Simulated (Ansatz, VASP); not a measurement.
PbF2 in VASP and in Ansatz

```xyz
3
Lattice="0.0000 2.9637 2.9637 2.9637 0.0000 2.9637 2.9637 2.9637 0.0000" Properties=species:S:1:pos:R:3 pbc="T T T"
Pb    0.0000    0.0000    0.0000
F     4.4455    4.4455    4.4455
F     1.4818    1.4818    1.4818
```

Alike in both runs: functional LDA; k mesh 6 × 6 × 6; occupations fermi-dirac, width 0.05 eV; non-collinear spin, spin-orbit coupling.

```csv
,VASP,Ansatz
version,VASP 6.6.1,Ansatz 0.2.0
potentials or method,"VASP PAW LDA potentials, release 64 (Pb_d, F)",Ansatz PAW
plane-wave cutoff (eV),600,420
valence electrons in the cell,28,28
task,single point,band structure
```

|  | VASP | Ansatz | Ansatz less VASP |
| --- | --- | --- | --- |
| pressure (GPa) | -4.7 | -4.6 | +0.05 |

LDA's correlation is that of Perdew and Zunger in VASP and of Perdew and Wang (1992) in Ansatz.
